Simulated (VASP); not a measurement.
BaAlGe:

```xyz
3
Lattice="4.3526 0.0000 0.0000 -2.1763 3.7695 0.0000 0.0000 0.0000 5.2278" Properties=species:S:1:pos:R:3 pbc="T T T"
Ba    0.0000    0.0000    0.0000
Al    2.1763    1.2565    2.6139
Ge    0.0000    2.5130    2.6139
```

| Quantity | Value |
| --- | --- |
| Program | VASP 6.6.1 |
| Task | relaxation of cell and atoms |
| Functional | LDA |
| Potentials or basis | VASP PAW LDA potentials, release 64 (Ba_sv, Al, Ge_d) |
| Cutoff | 500 eV |
| k mesh | 5 × 5 × 4 |
| Occupations | methfessel-paxton, width 0.05 eV |
| Spin | no spin polarisation |

At the start: pressure -2.8 GPa; volume 28.59 Å³/atom.

Problem. How do energy, volume and symmetry change on relaxing?

Solution. Over 5 steps the energy falls by 19.0 meV/atom and the volume is 26.75 Å³/atom (-6.4 %); space group P-6m2 (No. 187, to 0.1 Å) before and after.

Step by step:
```tsv
step	energy change (eV)	largest force (eV/Å)	pressure (GPa)	volume (Å³)
1	0.0000	0.0000	-2.81	85.77
2	-0.0496	0.0000	0.66	79.69
3	-0.0509	0.0000	0.16	80.46
4	-0.0560	0.0000	0.09	80.35
5	-0.0571	0.0000	0.04	80.26
```

Final structure:
```yaml
crystal:
  lattice:
    - [4.30280, 0.00000, 0.00000]
    - [-2.15140, 3.72633, 0.00000]
    - [0.00000, 0.00000, 5.00597]
  atoms:
    - { symbol: Ba, position: [0.00000, 0.00000, 0.00000] }
    - { symbol: Al, position: [0.66667, 0.33333, 0.50000] }
    - { symbol: Ge, position: [0.33333, 0.66667, 0.50000] }
```
